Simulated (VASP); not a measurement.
Wanted: the native input for a VASP 6.6.1 run.

```yaml
Task: single point
Functional: PBE
Potentials_or_basis: VASP PAW PBE potentials, release 64 (Sb)
Cutoff: 520 eV
k_mesh: 3 × 3 × 3
Occupations: fermi-dirac, width 0.05 eV
Spin: no spin polarisation
Dipole_correction: no
Further_INCAR_settings: ALGO = Normal; EDIFF = 1e-06; NBANDS = 12
```

The structure of Sb lies in POSCAR:

```
Sb
1.0
    2.1542000000      1.2437279499      3.7580000000
   -2.1542000000      1.2437279499      3.7580000000
    0.0000000000     -2.4874558998      3.7580000000
Sb
2
Direct
    0.7665100000      0.7665100000      0.7665100000
    0.2334900000      0.2334900000      0.2334900000
```

One way to write it, as run:

INCAR

```
  ALGO = Normal
  EDIFF = 1E-6
  ENCUT = 520
  GGA = PE
  ISIF = 2
  ISMEAR = -1
  LASPH = T
  LCHARG = T
  LELF = T
  LREAL = F
  LVHAR = T
  LWAVE = F
  NBANDS = 12
  NELM = 100
  PREC = Accurate
  SIGMA = 0.05
```

KPOINTS

```
k-points
0
Gamma
  3 3 3
```

Potentials or basis: VASP PAW PBE potentials, release 64 (Sb).

Command:

```console
$ cat potpaw_PBE.64/Sb/POTCAR > POTCAR
$ mpirun -np 1 vasp_std > vasp.out
```

It gave:

```json
{
 "Pressure": "3.5 GPa",
 "Largest force": "0.089 eV/Å",
 "Band gap on the k mesh": "1.29 eV, indirect (least direct gap 1.32 eV)"
}
```

Caveat: the k points lie up to 0.59 Å⁻¹ apart; spin-orbit coupling is left out, which moves the levels of the heavy elements.

It took 4.2 s on 1 thread of Intel(R) Xeon(R) 6975P-C (Granite Rapids), on a shared host, peak memory 0.19 GiB.
